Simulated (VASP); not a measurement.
Write the native input for VASP 6.6.1 that does the following.

* Task: single point
* Functional: PBE
* Potentials or basis: VASP PAW PBE potentials, release 64 (V_sv, N)
* Cutoff: 520 eV
* k mesh: 16 × 16 × 16
* Occupations: gaussian, width 0.15 eV
* Spin: no spin polarisation
* Dipole correction: no
* Further INCAR settings: ALGO = Normal; EDIFF = 1e-07; NBANDS = 32

The structure of VN2 lies in POSCAR:

```
VN2
1.0
   -2.0995152647      2.0995152647      2.6084531293
    2.0995152647     -2.0995152647      2.6084531293
    2.0995152647      2.0995152647     -2.6084531293
V N
2 4
Direct
    0.2500000000      0.2500000000      0.0000000000
    0.7500000000      0.7500000000      0.0000000000
    0.1135731475      0.6135731475      0.7271462950
    0.6135731475      0.8864268525      0.5000000000
    0.8864268525      0.3864268525      0.2728537050
    0.3864268525      0.1135731475      0.5000000000
```

This cell differs from its parent crystal: strain -0.025 along x and y, +0.050 along z.

One way to write it, as run:

INCAR

```
  ALGO = Normal
  EDIFF = 1E-7
  ENCUT = 520
  GGA = PE
  ISIF = 2
  ISMEAR = 0
  LASPH = T
  LCHARG = F
  LREAL = F
  LWAVE = F
  NBANDS = 32
  NELM = 60
  PREC = Accurate
  SIGMA = 0.15
```

KPOINTS

```
k-points
0
Gamma
  16 16 16
```

Potentials or basis: VASP PAW PBE potentials, release 64 (V_sv, N).

Command:

```bash
$ cat potpaw_PBE.64/V_sv/POTCAR potpaw_PBE.64/N/POTCAR > POTCAR
$ mpirun -np 1 vasp_std > vasp.out
```

Results of the run:

| Quantity | Value |
| --- | --- |
| Pressure | 4.9 GPa |
| Largest force | 0.412 eV/Å |
| Band gap on the k mesh | zero (bands 23 and 24 overlap by 0.49 eV) |

Caveat: the cell differs from its parent crystal (strain -0.025 along x and y, +0.050 along z); the stress differs along the axes, from -17 to 16 GPa; the run has no spin polarisation, though such a crystal can be magnetic.

Wall time 9.8 min on 1 thread of AMD EPYC 7R13 Processor (Zen 3), on a shared host, peak memory 0.45 GiB.
